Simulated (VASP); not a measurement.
# CuI (F-43m) in VASP: a series of runs, part 2 of 2

VASP 6.6.1. Earlier steps stand in the parts before.

**5. Relaxation of cell and atoms, PBEsol**

This run uses another cell than the first one, of 27.86 Å³/atom.

The input, INCAR:

```
PREC = Accurate ; ENCUT = 600
EDIFF = 1E-6 ; ISMEAR = -1
SIGMA = 0.1 ; LREAL = F
LASPH = T ; NELM = 100
ALGO = Normal ; ISIF = 3
LWAVE = F ; LCHARG = F
GGA = PS ; IBRION = 2
NSW = 100 ; EDIFFG = -0.002
```

The input, KPOINTS:

```
regular mesh
0
Gamma
  10 10 10
```

The input, POSCAR:

```
CuI
1.0
    3.0315000000      3.0315000000      0.0000000000
   -3.0315000000      3.0315000000      0.0000000000
    0.0000000000      3.0315000000      3.0315000000
Cu I
1 1
Direct
    0.7500000000      0.2500000000      0.5000000000
    0.0000000000      0.0000000000      0.0000000000
```

On the command line:

```
$ cat potpaw_PBE.64/Cu/POTCAR potpaw_PBE.64/I/POTCAR > POTCAR
$ mpirun -np 1 vasp_std > vasp.out
```

Run time: 96 s. Hardware: 1 thread of Intel Xeon Platinum 8259CL at 2.50GHz (Skylake/Cascade Lake), shared host; peak memory 0.23 GiB.

Results (log left out):

```yaml
Free_energy: -6.3214 eV
Relaxed_volume: 26.26 Å³/atom
Relaxed_cell: a = 4.203 Å, b = 4.203 Å, c = 4.203 Å, α = 60.00°, β = 60.00°, γ = 90.00°
Space_group_after_relaxing_to_0.1_Å: F-43m (No. 216)
Energy_gained_by_relaxing: 13.3 meV/atom
Ionic_steps: 3
Pressure_after_relaxing: 0.0 GPa
Band_gap_on_the_k_mesh: 1.19 eV
```

Step by step:
```csv
step,energy change (eV),largest force (eV/Å),pressure (GPa),volume (Å³)
1,0.0000,0.0000,-2.42,55.72
2,-0.0266,0.0000,0.13,52.39
3,-0.0266,0.0000,-0.01,52.52
```

Final structure:
```
Cu I
1.0
     2.97232    2.97232    0.00000
    -2.97232    2.97232    0.00000
     0.00000    2.97232    2.97232
Cu I
1 1
Direct
  0.75000 0.25000 0.50000
  0.00000 0.00000 0.00000
```

Levels at points of the mesh, in eV from the valence-band top:
| k point | band 6 | band 7 | band 8 | band 9 | band 10 | band 11 | band 12 | band 13 |
| --- | --- | --- | --- | --- | --- | --- | --- | --- |
| (0.00, 0.00, 0.00) | -2.13 | 0.00 | 0.00 | 0.00 | 1.19 | 4.76 | 4.76 | 4.76 |
| (0.50, 0.00, 0.00) | -2.10 | -2.05 | -0.81 | -0.81 | 2.13 | 5.32 | 5.32 | 7.33 |
| (0.50, 0.50, 0.00) | -2.06 | -2.04 | -1.73 | -1.73 | 2.48 | 2.81 | 9.50 | 10.02 |

Caveat: the PAW data sets were made with another functional, which shifts forces and pressure a little; spin-orbit coupling is left out, which moves the levels of the heavy elements.

**6. Single point, PBEsol**

This run uses another cell than the first one, of 22.77 Å³/atom.

The input, INCAR:

```
ALGO = Normal
EDIFF = 1E-6
ENCUT = 520
GGA = PS
ISIF = 2
ISMEAR = 0
LASPH = T
LCHARG = T
LELF = T
LREAL = F
LVHAR = T
LWAVE = F
NBANDS = 16
NELM = 60
PREC = Accurate
SIGMA = 0.01
```

The input, KPOINTS:

```
k-points
0
Gamma
  6 6 6
```

The input, POSCAR:

```
CuI
1.0
    2.8342261866      2.8342261866      0.0000000000
   -2.8342261866      2.8342261866      0.0000000000
    0.0000000000      2.8342261866      2.8342261866
Cu I
1 1
Direct
    0.7500000000      0.2500000000      0.5000000000
    0.0000000000      0.0000000000      0.0000000000
```

Potentials or basis: VASP PAW PBE potentials, release 64 (Cu, I).

On the command line:

```
$ cat potpaw_PBE.64/Cu/POTCAR potpaw_PBE.64/I/POTCAR > POTCAR
$ mpirun -np 1 vasp_std > vasp.out
```

OUTCAR:

```text
EDIFF = 1E-6
   ENCUT = 520
   GGA = PS
   ISIF = 2
   ISMEAR = 0
   LASPH = T
   LREAL = F
   NELM = 60
   PREC = Accurate

 ion  position               nearest neighbor table
   1  0.750  0.250  0.500-   2 2.45   2 2.45   2 2.45   2 2.45
   2  0.000  0.000  0.000-   1 2.45   1 2.45   1 2.45   1 2.45

  LATTYP: Found a face centered cubic cell.
 ALAT       =     5.6684523732

  Lattice vectors:

 A1 = (   0.0000000000,   2.8342261866,   2.8342261866)
 A2 = (   2.8342261866,   0.0000000000,   2.8342261866)
 A3 = (   2.8342261866,   2.8342261866,   0.0000000000)

Analysis of symmetry for initial positions (statically):
=====================================================================
 Subroutine PRICEL returns:
 Original cell was already a primitive cell.

 Routine SETGRP: Setting up the symmetry group for a
 face centered cubic supercell.

 Subroutine GETGRP returns: Found 24 space group operations
 (whereof 24 operations were pure point group operations)
 out of a pool of 48 trial point group operations.

The static configuration has the point symmetry T_d .

Analysis of symmetry for dynamics (positions and initial velocities):
=====================================================================
 Subroutine PRICEL returns:
 Original cell was already a primitive cell.

 Routine SETGRP: Setting up the symmetry group for a
 face centered cubic supercell.

 Subroutine GETGRP returns: Found 24 space group operations
 (whereof 24 operations were pure point group operations)
 out of a pool of 48 trial point group operations.

The dynamic configuration has the point symmetry T_d .

 Subroutine INISYM returns: Found 24 space group operations
 (whereof 24 operations are pure point group operations),
 and found     1 'primitive' translations

----------------------------------------------------------------------------------------

                                     Primitive cell

  volume of cell :      45.5338

  direct lattice vectors                    reciprocal lattice vectors
     2.834226187  2.834226187  0.000000000     0.176414996  0.176414996 -0.176414996
    -2.834226187  2.834226187  0.000000000    -0.176414996  0.176414996 -0.176414996
     0.000000000  2.834226187  2.834226187     0.000000000  0.000000000  0.352829991

  length of vectors
     4.008201112  4.008201112  4.008201112     0.305559735  0.305559735  0.352829991

  position of ions in fractional coordinates (direct lattice)
     0.750000000  0.250000000  0.500000000
     0.000000000  0.000000000  0.000000000

  ion indices of the primitive-cell ions
   primitive index   ion index
                 1           1
                 2           2

----------------------------------------------------------------------------------------

 KPOINTS: k-points

Automatic generation of k-mesh.
 Grid dimensions read from file:
 generate k-points for:    6    6    6

 Generating k-lattice:

  Cartesian coordinates                     Fractional coordinates (reciprocal lattice)
     0.029402499  0.029402499 -0.029402499     0.166666667  0.000000000  0.000000000
    -0.029402499  0.029402499 -0.029402499     0.000000000  0.166666667  0.000000000
     0.000000000  0.000000000  0.058804999     0.000000000  0.000000000  0.166666667

  Length of vectors
     0.050926623  0.050926623  0.058804999

  Shift w.r.t. Gamma in fractional coordinates (k-lattice)
     0.000000000  0.000000000  0.000000000

 Subroutine IBZKPT returns following result:
 ===========================================

 Found     16 irreducible k-points:

 Following reciprocal coordinates:
            Coordinates               Weight
  0.000000  0.000000  0.000000      1.000000
  0.166667  0.000000  0.000000      8.000000
  0.333333  0.000000  0.000000      8.000000
  0.500000  0.000000  0.000000      4.000000
  0.166667  0.166667  0.000000     12.000000
  0.333333  0.166667  0.000000     24.000000
[... 8 lines left out ...]
  0.500000  0.333333  0.166667     24.000000
  0.500000  0.500000  0.166667     12.000000
   k-points           NKPTS =     16   k-points in BZ     NKDIM =     16   number of bands    NBANDS=     16
   number of dos      NEDOS =    301   number of ions     NIONS =      2
   total plane-waves  NPLWV =  27000
   dimension x,y,z NGX =    30 NGY =   30 NGZ =   30
   dimension x,y,z NGXF=    60 NGYF=   60 NGZF=   60
   ions per type =               1   1
   NGX,Y,Z   is equivalent  to a cutoff of  12.44, 12.44, 12.44 a.u.
   NGXF,Y,Z  is equivalent  to a cutoff of  24.89, 24.89, 24.89 a.u.
 SYSTEM =  unknown system
   PREC   = accura    normal or accurate (medium, high low for compatibility)
   ISTART =      0    job   : 0-new  1-cont  2-samecut
   ICHARG =      2    charge: 1-file 2-atom 10-const
   ISPIN  =      1    spin polarized calculation?
   LNONCOLLINEAR =      F non collinear calculations
   LSORBIT =      F    spin-orbit coupling
   LASPH  =      T    aspherical Exc in radial PAW
   ENCUT  =  520.0 eV  38.22 Ry    6.18 a.u.   7.45  7.45  7.45*2*pi/ulx,y,z
   NELM   =     60;   NELMIN=  2; NELMDL= -5     # of ELM steps
   EDIFF  = 0.1E-05   stopping-criterion for ELM
   LREAL  =      F    real-space projection
   EDIFFG = 0.1E-04   stopping-criterion for IOM
   NSW    =      0    number of steps for IOM
   IBRION =     -1    ionic relax: 0-MD 1-quasi-New 2-CG
   NFREE  =      0    steps in history (QN), initial steepest desc. (CG)
   ISIF   =      2    stress and relaxation
   ISYM   =      2    0-nonsym 1-usesym 2-fastsym
   POTIM  = 0.5000    time-step for ionic-motion
   TEBEG  =    0.0;   TEEND  =   0.0 temperature during run
   PSTRESS=    0.0 pullay stress
   NELECT =      18.0000    total number of electrons
   NUPDOWN=      -1.0000    fix difference up-down
   EMIN   =  10.00;   EMAX   =-10.00  energy-range for DOS
   EFERMI =   0.00;   METHOD = LEGACY
   ISMEAR =     0;   SIGMA  =   0.01  broadening in eV -4-tet -1-fermi 0-gaus
   EFERMI_NEDOS =   21; number of points for ismear=-14 and -15
   IALGO  =     38    algorithm
   IMIX   =      4    mixing-type and parameters
     AMIX     =   0.40;   BMIX     =  1.00
     AMIX_MAG =   1.60;   BMIX_MAG =  1.00
  volume/ion in A,a.u.               =      22.77       153.64
  Fermi-wavevector in a.u.,A,eV,Ry     =   1.201493  2.270492 19.641165  1.443585
  Thomas-Fermi vector in A             =   2.337300
   LORBIT       =      0    0 simple, 1 ext, 2 COOP (PROOUT), +10 PAW based schemes
   GGA     = PS    functional components
   LHFCALC =     F    Hartree Fock is set to
   AEXX    =    0.0000 exact exchange contribution
   IVDW    =     0    specifies the selected vdW correction
   LEPSILON=     F    determine dielectric tensor
   LRPA    =     F    only Hartree local field effects (RPA)
 non-spin polarized calculation
 Gauss-broadening in eV      SIGMA  =   0.01
  energy-cutoff  :      520.00
  volume of cell :       45.53
 maximum number of plane-waves:      1243
 NGX is ok and might be reduce to    30
   NGX = 15   NGY = 15   NGZ = 15

 number of electron      18.0000016 magnetization

 Free energy of the ion-electron system (eV)
  ---------------------------------------------------
  ext. energy  EPLUGINS =         0.00000000
  ---------------------------------------------------
  free energy    TOTEN  =        -6.12518648 eV

  energy without entropy =       -6.12518648  energy(sigma->0) =       -6.12518648

 E-fermi :   6.8426     XC(G=0): -10.0942

 val. band max:        6.7310945563   @ k =   0.0000   0.0000   0.0000
 cond. band min:       8.3752221763   @ k =   0.0000   0.0000   0.0000
 fundamental gap:      1.6441276199
 Fermi energy:         6.8426351038

 k-point     1 :       0.0000    0.0000    0.0000
  band No.  band energies     occupation
      1      -8.5473      2.00000
      2       2.0049      2.00000
      3       2.0049      2.00000
      4       2.0049      2.00000
      5       3.8430      2.00000
      6       3.8430      2.00000
[... 8 lines left out ...]
     15      16.6770      0.00000
     16      16.6770      0.00000
[... 267 lines left out ...]
 k-point    16 :       0.5000    0.5000    0.1667
  band No.  band energies     occupation
      1      -7.3085      2.00000
      2       0.1686      2.00000
      3       1.3253      2.00000
      4       1.9564      2.00000
      5       3.7129      2.00000
      6       3.7864      2.00000
[... 8 lines left out ...]
     15      19.1396      0.00000
     16      19.6270      0.00000

------------------------ aborting loop because EDIFF is reached ----------------------------------------

  FORCE on cell =-STRESS in cart. coord.  units (eV):
  Direction    XX          YY          ZZ          XY          YZ          ZX
  --------------------------------------------------------------------------------------
  -------------------------------------------------------------------------------------
  Total        2.9754566      2.9754566      2.9754566      0.0000000     -0.0000000      0.0000000
  in kB      104.6961429    104.6961429    104.6961429      0.0000000     -0.0000000      0.0000000
  external PRESSURE =     104.6961429 kB  Pullay stress =       0.0000000 kB

 VOLUME and BASIS-vectors are now :
 -----------------------------------------------------------------------------
  energy-cutoff  :      520.00
  volume of cell :       45.53
      direct lattice vectors                 reciprocal lattice vectors
     2.834226187  2.834226187  0.000000000     0.176414996  0.176414996 -0.176414996
    -2.834226187  2.834226187  0.000000000    -0.176414996  0.176414996 -0.176414996
     0.000000000  2.834226187  2.834226187     0.000000000  0.000000000  0.352829991

 POSITION                                       TOTAL-FORCE (eV/Angst)
 -----------------------------------------------------------------------------------
      1.41711      4.25134      1.41711         0.000000     -0.000000      0.000000
      0.00000      0.00000      0.00000        -0.000000      0.000000      0.000000
 -----------------------------------------------------------------------------------
    total drift:                               -0.000001      0.000000      0.000000

  FREE ENERGIE OF THE ION-ELECTRON SYSTEM (eV)
  ---------------------------------------------------
  free  energy   TOTEN  =        -6.1251864765 eV

  energy  without entropy=       -6.1251864765  energy(sigma->0) =       -6.12518648
```

OSZICAR:

```text
N       E                     dE             d eps       ncg     rms          rms(c)
DAV:   1     0.965745830121E+02    0.96575E+02   -0.77566E+03   512   0.128E+03
DAV:   2    -0.588880116054E+00   -0.97163E+02   -0.89560E+02   536   0.244E+02
DAV:   3    -0.644507298832E+01   -0.58562E+01   -0.57698E+01   688   0.630E+01
DAV:   4    -0.658989076134E+01   -0.14482E+00   -0.14475E+00   584   0.906E+00
DAV:   5    -0.659730360347E+01   -0.74128E-02   -0.74122E-02   808   0.230E+00    0.758E+00
DAV:   6    -0.646943473659E+01    0.12787E+00   -0.54240E+00   536   0.692E+01    0.490E+00
DAV:   7    -0.613226853527E+01    0.33717E+00   -0.12944E+00   600   0.418E+01    0.223E+00
DAV:   8    -0.613147790527E+01    0.79063E-03   -0.78446E-02   808   0.517E+00    0.771E-01
DAV:   9    -0.612512831525E+01    0.63496E-02   -0.20231E-02   648   0.445E+00    0.265E-01
DAV:  10    -0.612527947356E+01   -0.15116E-03   -0.10943E-03   672   0.288E-01    0.199E-01
DAV:  11    -0.612517624788E+01    0.10323E-03   -0.33526E-04   680   0.635E-01    0.294E-02
DAV:  12    -0.612518611640E+01   -0.98685E-05   -0.10541E-04   824   0.183E-01    0.424E-02
DAV:  13    -0.612518647651E+01   -0.36011E-06   -0.38926E-06   568   0.128E-02
   1 F= -.61251865E+01 E0= -.61251865E+01  d E =-.727287E-58
```

Wall time 31 s (1 thread of Intel Xeon 8259CL, shared host); peak memory 0.17 GiB.

What came out:

| Property | Result |
| --- | --- |
| Free energy | -6.1252 eV |
| Pressure | 10.5 GPa |
| Band gap on the k mesh | 1.64 eV |

Caveat: the cell stands under pressure; the PAW data sets were made with another functional, which shifts forces and pressure a little; spin-orbit coupling is left out, which moves the levels of the heavy elements.

**7. Summary**

| task | spin | cell | k mesh | cutoff (eV) | smearing | gap on the mesh (eV) | pressure (GPa) | moment (μB) |
| --- | --- | --- | --- | --- | --- | --- | --- | --- |
| single point | non-collinear, zero start, SOC | a = 4.149 Å, angles 60.0, 60.0, 90.0°, 2 atoms | 6 × 6 × 6 | 520 | gaussian 0.01 eV | - | 2.2 | 0.00 |
| single point | non-collinear, zero start, SOC | a = 4.200 Å, angles 60.0, 60.0, 90.0°, 2 atoms | 6 × 6 × 6 | 520 | gaussian 0.01 eV | - | 0.3 | 0.00 |
| single point | non-collinear, zero start, SOC | a = 4.264 Å, angles 60.0, 60.0, 90.0°, 2 atoms | 6 × 6 × 6 | 520 | gaussian 0.01 eV | - | -1.8 | 0.00 |
| relaxation of cell and atoms | off | relaxed from a = 4.287 Å, angles 60.0, 60.0, 90.0°, 2 atoms | 10 × 10 × 10 | 600 | fermi-dirac 0.1 eV | 1.19 | 0.0 | - |
| single point | off | a = 4.008 Å, angles 60.0, 60.0, 90.0°, 2 atoms | 6 × 6 × 6 | 520 | gaussian 0.01 eV | 1.64 | 10.5 | - |

Alike in all rows: level PBEsol; potentials or basis VASP PAW PBE potentials, release 64 (Cu, I).

Caveats: the PAW data sets were made with another functional, which shifts forces and pressure a little; spin-orbit coupling is left out, which moves the levels of the heavy elements (at least some runs); the cell stands under pressure (at least some runs).

Absolute energies hang on the potentials; compare differences alone.
